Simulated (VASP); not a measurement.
# La2Zr3O in VASP: notebook

Runs on La2Zr3O. Level: PBE. Tasks: single point.

Program: VASP 6.6.1. These are calculated values, not measurements. Logs are shortened: lines on timing, memory, paths and dates and some standing lists are left out, and cuts for length are marked.

## Step 1: The cell of the first run

The typed cell holds 6 atoms: a = 5.507 Å, b = 5.507 Å, c = 6.207 Å, α = 90.00°, β = 90.00°, γ = 120.00°.

## Step 2: Single point, PBE

INCAR

```
SYSTEM = La2Zr3O
  ALGO = Normal
  EDIFF = 1E-7
  ENCUT = 520
  GGA = PE
  ISIF = 2
  ISMEAR = 0
  LASPH = .TRUE.
  LCHARG = .FALSE.
  LREAL = .FALSE.
  LWAVE = .FALSE.
  NBANDS = 41
  NELM = 60
  PREC = Accurate
  SIGMA = 0.1
```

KPOINTS

```
k-points
0
G
  3 3 4
  0 0 0
```

POSCAR

```
La2Zr3O
1.0
    5.5068764455      0.0000000027      0.0000000000
   -2.7534382251      4.7690948960      0.0000000000
    0.0000000000      0.0000000000      6.2066932096
La Zr O
2 3 1
Direct
    0.6666666667      0.3333333333      0.5283241561
    0.3333333333      0.6666666667      0.5283241561
    0.0000000000      0.5000000000      1.0283205744
    0.5000000000      0.0000000000      1.0283205744
    0.5000000000      0.5000000000      1.0283205744
    0.0000000000      0.0000000000      0.0283848746
```

Potentials or basis: VASP PAW PBE potentials, release 64 (La, Zr_sv, O).

Command:

```
$ cat potpaw_PBE.64/La/POTCAR potpaw_PBE.64/Zr_sv/POTCAR potpaw_PBE.64/O/POTCAR > POTCAR
$ mpirun -np 1 vasp_std > vasp.out
```

OUTCAR:

```text
SYSTEM = La2Zr3O
   EDIFF = 1E-7
   ENCUT = 520
   GGA = PE
   ISIF = 2
   ISMEAR = 0
   LASPH = .TRUE.
   LREAL = .FALSE.
   NELM = 60
   PREC = Accurate

 ion  position               nearest neighbor table
   1  0.667  0.333  0.528-   2 3.18   2 3.18   2 3.18   3 3.49   4 3.49   5 3.49   3 3.49   4 3.49
                             5 3.49
   2  0.333  0.667  0.528-   1 3.18   1 3.18   1 3.18   3 3.49   4 3.49   5 3.49   3 3.49   4 3.49
                             5 3.49
   3  0.000  0.500  0.028-   5 2.75   5 2.75   4 2.75   4 2.75   6 2.75   6 2.75   1 3.49   2 3.49
                             1 3.49   2 3.49
   4  0.500  0.000  0.028-   3 2.75   3 2.75   5 2.75   5 2.75   6 2.75   6 2.75   1 3.49   2 3.49
                             1 3.49   2 3.49
   5  0.500  0.500  0.028-   3 2.75   3 2.75   4 2.75   4 2.75   6 2.75   6 2.75   1 3.49   2 3.49
                             1 3.49   2 3.49
   6  0.000  0.000  0.028-   4 2.75   4 2.75   5 2.75   5 2.75   3 2.75   3 2.75

  LATTYP: Found a hexagonal cell.
 ALAT       =     5.5068764455
 C/A-ratio  =     1.1270805276

  Lattice vectors:

 A1 = (   5.5068764455,   0.0000000027,   0.0000000000)
 A2 = (  -2.7534382251,   4.7690948960,   0.0000000000)
 A3 = (   0.0000000000,   0.0000000000,   6.2066932096)

Analysis of symmetry for initial positions (statically):
=====================================================================
 Subroutine PRICEL returns:
 Original cell was already a primitive cell.

 Routine SETGRP: Setting up the symmetry group for a
 hexagonal supercell.

 Subroutine GETGRP returns: Found 12 space group operations
 (whereof 12 operations were pure point group operations)
 out of a pool of 24 trial point group operations.

The static configuration has the point symmetry C_6v.

Analysis of symmetry for dynamics (positions and initial velocities):
=====================================================================
 Subroutine PRICEL returns:
 Original cell was already a primitive cell.

 Routine SETGRP: Setting up the symmetry group for a
 hexagonal supercell.

 Subroutine GETGRP returns: Found 12 space group operations
 (whereof 12 operations were pure point group operations)
 out of a pool of 24 trial point group operations.

The dynamic configuration has the point symmetry C_6v.

 Subroutine INISYM returns: Found 12 space group operations
 (whereof 12 operations are pure point group operations),
 and found     1 'primitive' translations

----------------------------------------------------------------------------------------

                                     Primitive cell

  volume of cell :     163.0052

  direct lattice vectors                    reciprocal lattice vectors
     5.506876445  0.000000003  0.000000000     0.181591145  0.104841697  0.000000000
    -2.753438225  4.769094896  0.000000000    -0.000000000  0.209683393  0.000000000
     0.000000000  0.000000000  6.206693210     0.000000000  0.000000000  0.161116389

  length of vectors
     5.506876445  5.506876446  6.206693210     0.209683393  0.209683393  0.161116389

  position of ions in fractional coordinates (direct lattice)
     0.666666667  0.333333333  0.528324156
     0.333333333  0.666666667  0.528324156
     0.000000000  0.500000000  0.028320574
     0.500000000  0.000000000  0.028320574
     0.500000000  0.500000000  0.028320574
     0.000000000  0.000000000  0.028384875

  ion indices of the primitive-cell ions
   primitive index   ion index
                 1           1
                 2           2
                 3           3
                 4           4
                 5           5
                 6           6

----------------------------------------------------------------------------------------

 KPOINTS: k-points

Automatic generation of k-mesh.
 Grid dimensions read from file:
 generate k-points for:    3    3    4

 Generating k-lattice:

  Cartesian coordinates                     Fractional coordinates (reciprocal lattice)
     0.060530382  0.034947232  0.000000000     0.333333333 -0.000000000  0.000000000
    -0.000000000  0.069894464  0.000000000    -0.000000000  0.333333333  0.000000000
     0.000000000  0.000000000  0.040279097     0.000000000  0.000000000  0.250000000

  Length of vectors
     0.069894464  0.069894464  0.040279097

  Shift w.r.t. Gamma in fractional coordinates (k-lattice)
     0.000000000  0.000000000  0.000000000

 Subroutine IBZKPT returns following result:
 ===========================================

 Found      9 irreducible k-points:

 Following reciprocal coordinates:
            Coordinates               Weight
  0.000000  0.000000  0.000000      1.000000
  0.333333 -0.000000  0.000000      6.000000
  0.333333  0.333333  0.000000      2.000000
  0.000000  0.000000  0.250000      2.000000
  0.333333 -0.000000  0.250000     12.000000
  0.333333  0.333333  0.250000      4.000000
  0.000000  0.000000  0.500000      1.000000
  0.333333 -0.000000  0.500000      6.000000
  0.333333  0.333333  0.500000      2.000000
   k-points           NKPTS =      9   k-points in BZ     NKDIM =      9   number of bands    NBANDS=     41
   number of dos      NEDOS =    301   number of ions     NIONS =      6
   total plane-waves  NPLWV =  84672
   dimension x,y,z NGX =    42 NGY =   42 NGZ =   48
   dimension x,y,z NGXF=    84 NGYF=   84 NGZF=   96
   ions per type =               2   3   1
   NGX,Y,Z   is equivalent  to a cutoff of  12.68, 12.68, 12.86 a.u.
   NGXF,Y,Z  is equivalent  to a cutoff of  25.36, 25.36, 25.71 a.u.
 SYSTEM =  La2Zr3O
   PREC   = accura    normal or accurate (medium, high low for compatibility)
   ISTART =      0    job   : 0-new  1-cont  2-samecut
   ICHARG =      2    charge: 1-file 2-atom 10-const
   ISPIN  =      1    spin polarized calculation?
   LNONCOLLINEAR =      F non collinear calculations
   LSORBIT =      F    spin-orbit coupling
   LASPH  =      T    aspherical Exc in radial PAW
   ENCUT  =  520.0 eV  38.22 Ry    6.18 a.u.  10.24 10.24 11.54*2*pi/ulx,y,z
   NELM   =     60;   NELMIN=  2; NELMDL= -5     # of ELM steps
   EDIFF  = 0.1E-06   stopping-criterion for ELM
   LREAL  =      F    real-space projection
   EDIFFG = 0.1E-05   stopping-criterion for IOM
   NSW    =      0    number of steps for IOM
   IBRION =     -1    ionic relax: 0-MD 1-quasi-New 2-CG
   NFREE  =      0    steps in history (QN), initial steepest desc. (CG)
   ISIF   =      2    stress and relaxation
   ISYM   =      2    0-nonsym 1-usesym 2-fastsym
   POTIM  = 0.5000    time-step for ionic-motion
   TEBEG  =    0.0;   TEEND  =   0.0 temperature during run
   PSTRESS=    0.0 pullay stress
   NELECT =      64.0000    total number of electrons
   NUPDOWN=      -1.0000    fix difference up-down
   EMIN   =  10.00;   EMAX   =-10.00  energy-range for DOS
   EFERMI =   0.00;   METHOD = LEGACY
   ISMEAR =     0;   SIGMA  =   0.10  broadening in eV -4-tet -1-fermi 0-gaus
   EFERMI_NEDOS =   21; number of points for ismear=-14 and -15
   IALGO  =     38    algorithm
   IMIX   =      4    mixing-type and parameters
     AMIX     =   0.40;   BMIX     =  1.00
     AMIX_MAG =   1.60;   BMIX_MAG =  1.00
  volume/ion in A,a.u.               =      27.17       183.34
  Fermi-wavevector in a.u.,A,eV,Ry     =   1.198766  2.265339 19.552104  1.437039
  Thomas-Fermi vector in A             =   2.334646
   LORBIT       =      0    0 simple, 1 ext, 2 COOP (PROOUT), +10 PAW based schemes
   GGA     = PE    functional components
   LHFCALC =     F    Hartree Fock is set to
   AEXX    =    0.0000 exact exchange contribution
   IVDW    =     0    specifies the selected vdW correction
   LEPSILON=     F    determine dielectric tensor
   LRPA    =     F    only Hartree local field effects (RPA)
 non-spin polarized calculation
 Gauss-broadening in eV      SIGMA  =   0.10
  energy-cutoff  :      520.00
  volume of cell :      163.01
 maximum number of plane-waves:      4445
 NGX is ok and might be reduce to    42
   NGX = 21   NGY = 21   NGZ = 23

 number of electron      63.9999992 magnetization

 Free energy of the ion-electron system (eV)
  ---------------------------------------------------
  ext. energy  EPLUGINS =         0.00000000
  ---------------------------------------------------
  free energy    TOTEN  =       -37.60093000 eV

  energy without entropy =      -37.55355797  energy(sigma->0) =      -37.57724399

 E-fermi :   6.9948     XC(G=0):  -9.7964

 val. band max:        6.9913072047   @ k =   0.3333   0.3333   0.0000
 cond. band min:       6.9956902560   @ k =   0.3333   0.3333   0.2500
 fundamental gap:      0.0043830513
 Fermi energy:         6.9947685472

 k-point     1 :       0.0000    0.0000    0.0000
  band No.  band energies     occupation
      1     -41.6448      2.00000
      2     -41.2708      2.00000
      3     -41.2708      2.00000
      4     -25.7513      2.00000
      5     -25.2025      2.00000
      6     -20.8291      2.00000
[... 33 lines left out ...]
     40       8.6850      0.00000
     41       8.8078      0.00000

 k-point     2 :       0.3333   -0.0000    0.0000
  band No.  band energies     occupation
      1     -41.5683      2.00000
      2     -41.3528      2.00000
      3     -41.2713      2.00000
      4     -25.6412      2.00000
      5     -25.3248      2.00000
      6     -20.4964      2.00000
[... 33 lines left out ...]
     40       8.5404      0.00000
     41       8.7993      0.00000

 k-point     3 :       0.3333    0.3333    0.0000
  band No.  band energies     occupation
      1     -41.4617      2.00000
      2     -41.4617      2.00000
      3     -41.2717      2.00000
      4     -25.4860      2.00000
      5     -25.4860      2.00000
      6     -20.0129      2.00000
[... 33 lines left out ...]
     40       8.9696      0.00000
     41       8.9703      0.00000

 k-point     4 :       0.0000    0.0000    0.2500
  band No.  band energies     occupation
      1     -41.6448      2.00000
      2     -41.2708      2.00000
      3     -41.2708      2.00000
      4     -25.7533      2.00000
      5     -25.2019      2.00000
      6     -20.8316      2.00000
[... 33 lines left out ...]
     40       8.8370      0.00000
     41       8.9133      0.00000

 k-point     5 :       0.3333   -0.0000    0.2500
  band No.  band energies     occupation
      1     -41.5683      2.00000
      2     -41.3528      2.00000
      3     -41.2713      2.00000
      4     -25.6428      2.00000
      5     -25.3248      2.00000
      6     -20.4981      2.00000
[... 33 lines left out ...]
     40       8.7378      0.00000
     41       8.8356      0.00000

 k-point     6 :       0.3333    0.3333    0.2500
  band No.  band energies     occupation
      1     -41.4617      2.00000
      2     -41.4617      2.00000
      3     -41.2717      2.00000
      4     -25.4869      2.00000
      5     -25.4869      2.00000
      6     -20.0139      2.00000
[... 33 lines left out ...]
     40       9.0940      0.00000
     41       9.1040      0.00000

 k-point     7 :       0.0000    0.0000    0.5000
  band No.  band energies     occupation
      1     -41.6447      2.00000
      2     -41.2708      2.00000
      3     -41.2708      2.00000
      4     -25.7553      2.00000
      5     -25.2012      2.00000
      6     -20.8341      2.00000
[... 33 lines left out ...]
     40       8.8475      0.00000
     41       8.8538      0.00000

 k-point     8 :       0.3333   -0.0000    0.5000
  band No.  band energies     occupation
      1     -41.5683      2.00000
      2     -41.3527      2.00000
      3     -41.2713      2.00000
      4     -25.6444      2.00000
      5     -25.3249      2.00000
      6     -20.4998      2.00000
[... 33 lines left out ...]
     40       8.8626      0.00000
     41       8.9005      0.00000

 k-point     9 :       0.3333    0.3333    0.5000
  band No.  band energies     occupation
      1     -41.4617      2.00000
      2     -41.4617      2.00000
      3     -41.2717      2.00000
      4     -25.4878      2.00000
      5     -25.4878      2.00000
      6     -20.0149      2.00000
[... 33 lines left out ...]
     40       9.0541      0.00000
     41       9.0789      0.00000

------------------------ aborting loop because EDIFF is reached ----------------------------------------

  FORCE on cell =-STRESS in cart. coord.  units (eV):
  Direction    XX          YY          ZZ          XY          YZ          ZX
  --------------------------------------------------------------------------------------
  -------------------------------------------------------------------------------------
  Total       -0.0302770     -0.0302770      0.3581212      0.0000000      0.0000000      0.0000000
  in kB       -0.2975927     -0.2975927      3.5199703      0.0000000      0.0000000      0.0000000
  external PRESSURE =       0.9749283 kB  Pullay stress =       0.0000000 kB

 VOLUME and BASIS-vectors are now :
 -----------------------------------------------------------------------------
  energy-cutoff  :      520.00
  volume of cell :      163.01
      direct lattice vectors                 reciprocal lattice vectors
     5.506876445  0.000000003  0.000000000     0.181591145  0.104841697  0.000000000
    -2.753438225  4.769094896  0.000000000    -0.000000000  0.209683393  0.000000000
     0.000000000  0.000000000  6.206693210     0.000000000  0.000000000  0.161116389

 POSITION                                       TOTAL-FORCE (eV/Angst)
 -----------------------------------------------------------------------------------
      2.75344      1.58970      3.27915        -0.000000      0.000000     -0.000627
     -0.00000      3.17940      3.27915         0.000000     -0.000000     -0.000627
     -1.37672      2.38455      0.17578        -0.000000     -0.000000      0.000616
      2.75344      0.00000      0.17578        -0.000000     -0.000000      0.000616
      1.37672      2.38455      0.17578        -0.000000     -0.000000      0.000616
      0.00000      0.00000      0.17618        -0.000000     -0.000000     -0.000593
 -----------------------------------------------------------------------------------
    total drift:                                0.000000      0.000000     -0.002331

  FREE ENERGIE OF THE ION-ELECTRON SYSTEM (eV)
  ---------------------------------------------------
  free  energy   TOTEN  =       -37.6009299995 eV

  energy  without entropy=      -37.5535579708  energy(sigma->0) =      -37.57724399
```

Wall time 50 s (1 thread of Intel Xeon 6975P-C (Granite Rapids), shared host); peak memory 0.31 GiB.

What came out:

```yaml
Free_energy: -37.6009 eV
Pressure: 0.1 GPa
Band_gap_on_the_k_mesh: zero (band 32 reaches 7.07 eV, above the bottom of band 33 at 6.60 eV)
```

Caveat: the k points lie up to 0.44 Å⁻¹ apart; spin-orbit coupling is left out, which moves the levels of the heavy elements.

## Step 3: Single point, PBE

This run uses another cell than the first one, of 26.58 Å³/atom, 0.978 times its volume.

INCAR

```
  PREC = Accurate
  ENCUT = 520
  EDIFF = 1E-6
  ISMEAR = 0
  SIGMA = 0.1
  LREAL = False
  LASPH = True
  NELM = 100
  ALGO = Normal
  ISIF = 2
  LWAVE = False
  LCHARG = False
  GGA = PE
  NBANDS = 41
```

KPOINTS

```
Automatic mesh
0
Gamma
  6 6 4
```

POSCAR

```
La2Zr3O
1.0
    5.4460214659      0.0000000000      0.0000000000
   -2.7230107330      4.7163929390      0.0000000000
    0.0000000000      0.0000000000      6.2088798752
La Zr O
2 3 1
Direct
    0.6666666667      0.3333333333      0.5000000000
    0.3333333333      0.6666666667      0.5000000000
    0.0000000000      0.5000000000      0.0000000000
    0.5000000000      0.0000000000      0.0000000000
    0.5000000000      0.5000000000      0.0000000000
    0.0000000000      0.0000000000      0.0000000000
```

Potentials or basis: VASP PAW PBE potentials, release 64 (La, Zr_sv, O).

Command:

```
$ cat potpaw_PBE.64/La/POTCAR potpaw_PBE.64/Zr_sv/POTCAR potpaw_PBE.64/O/POTCAR > POTCAR
$ mpirun -np 1 vasp_std > vasp.out
```

It took 88 s on 1 thread of Intel Xeon 6975P-C (Granite Rapids), shared host; peak memory 0.36 GiB.

The run converged. Its results:

- Free energy: -37.8154 eV
- Pressure: 0.4 GPa
- Band gap on the k mesh: zero (band 32 reaches 7.51 eV, above the bottom of band 33 at 6.79 eV)

Levels at points of the mesh, in eV from the Fermi level:
```
           k point  band 28  band 29  band 30  band 31  band 32  band 33  band 34  band 35  band 36  band 37
(0.00, 0.00, 0.00)    -1.40    -1.40    -0.69    -0.69    -0.14     0.13     0.13     0.64     1.10     1.10
(0.50, 0.00, 0.00)    -0.96    -0.79    -0.72     0.03     0.04     0.35     0.46     0.98     1.10     1.28
(0.00, 0.00, 0.50)    -1.64    -0.74    -0.74    -0.66    -0.56    -0.48    -0.48     0.26     0.66     1.59
(0.50, 0.00, 0.50)    -1.14    -1.05    -0.57    -0.21    -0.16     0.27     0.96     1.02     1.08     1.25
```

Caveat: spin-orbit coupling is left out, which moves the levels of the heavy elements.
